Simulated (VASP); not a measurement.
A run of VASP 6.6.1:

The input INCAR:

```
PREC = Accurate
ENCUT = 520
EDIFF = 1E-7
ISMEAR = 0
SIGMA = 0.1
LREAL = False
LASPH = True
NELM = 100
ALGO = Normal
ISIF = 2
LWAVE = False
LCHARG = True
GGA = PE
IVDW = 12
LELF = True
LVHAR = True
NBANDS = 26
```

Contents of KPOINTS:

```
regular mesh
0
Gamma
  6 6 2
```

Contents of POSCAR:

```
PCS4
1.0
    3.0270281878      0.0000000000      0.0000000000
    0.0000000000      3.0270281878      0.0000000000
    0.0000000000      0.0000000000     10.0308994962
P C S
1 1 4
Direct
    0.0000000000      0.0000000000      0.0000000000
    0.5000000000      0.5000000000      0.5000000000
    0.5000000000      0.5000000000      0.1474697422
    0.0000000000      0.0000000000      0.6023500352
    0.0000000000      0.0000000000      0.3976499648
    0.5000000000      0.5000000000      0.8525302578
```

Potentials or basis: VASP PAW PBE potentials, release 64 (P, C, S).

Run with:

```sh
$ cat potpaw_PBE.64/P/POTCAR potpaw_PBE.64/C/POTCAR potpaw_PBE.64/S/POTCAR > POTCAR
$ mpirun -np 1 vasp_std > vasp.out
```

Hardware: 1 thread of Intel(R) Xeon(R) 6975P-C (Granite Rapids) (shared host).

**Question.** How long does it take, and how much memory?

**Answer.** Run time: 18 s on 1 thread of Intel(R) Xeon(R) 6975P-C (Granite Rapids) (shared host), peak memory 0.22 GiB. Counts: scf iterations 16, k points 20.
